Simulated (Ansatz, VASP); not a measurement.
**Two plane-wave programs on Lu**

INCAR

```
SYSTEM = Lu
ALGO     = Normal         ! electronic algorithm
EDIFF    = 1E-7           ! SCF threshold, eV
ENCUT    = 520            ! plane-wave cutoff, eV
GGA      = PE             ! functional
ISIF     = 2              ! what is computed and relaxed
ISMEAR   = 0              ! smearing method
LASPH    = .TRUE.         ! aspherical terms in the spheres
LCHARG   = .FALSE.        ! write CHGCAR
LREAL    = .FALSE.        ! projectors in reciprocal space
LWAVE    = .FALSE.        ! write WAVECAR
NBANDS   = 32             ! bands
NELM     = 100            ! most SCF steps
PREC     = Accurate       ! precision mode
SIGMA    = 0.2            ! smearing width, eV
```

KPOINTS

```
k-points
0
G
  10 10 6
  0 0 0
```

The input POSCAR:

```
Lu
1.0
    3.5070808964      0.0000000000      0.0000000000
   -1.7535404482      3.0372211494      0.0000000000
    0.0000000000      0.0000000000      5.4772888711
Lu
2
Direct
    0.3333333333      0.6666666667      0.2500000000
    0.6666666667      0.3333333333      0.7500000000
```

Input for Ansatz:

```yaml
crystal:
  lattice:
    - [3.5070808964, 0.0, 0.0]
    - [-1.7535404482, 3.0372211494, 0.0]
    - [0.0, 0.0, 5.4772888711]
  atoms:
    - { symbol: Lu, position: [0.3333333333, 0.6666666667, 0.25] }
    - { symbol: Lu, position: [0.6666666667, 0.3333333333, 0.75] }
hamiltonian:
  xc: pbe
  pseudopotentials:
    kind: paw
    azcp:
      Lu: "pseudopotentials/Lu.paw.azcp"
basis:
  ecutwfc: 420
  fft_grid_basis: typed
kpoints:
  mp_grid: { grid: [10, 10, 6], shift: [0, 0, 0] }
magnetization:
  spin_polarized: false
scf:
  occupations: { method: gaussian, width: 0.2 }
  lower_state_search: "off"
output:
  stress: true
  write_density: true
  write_potential: true
  elf: true
  volumetric_format: npy
```

Alike in both runs: task single point; functional PBE; k mesh 10 × 10 × 6; occupations gaussian, width 0.2 eV; no spin polarisation.

|  | VASP | Ansatz |
| --- | --- | --- |
| version | VASP 6.6.1 | Ansatz 0.2.0 |
| potentials or method | VASP PAW PBE potentials, release 64 (Lu), cutoff 520 eV | plane waves (420 eV) with PAW, scalar-relativistic |
| valence electrons in the cell | 50 | 50 |

```csv
,VASP,Ansatz,Ansatz less VASP
pressure (GPa),0.1,-0.1,-0.13
"traceless stress, the component that is largest in VASP (GPa)",-0.07,-0.07,0.000
```

Neither program's run includes spin-orbit coupling.
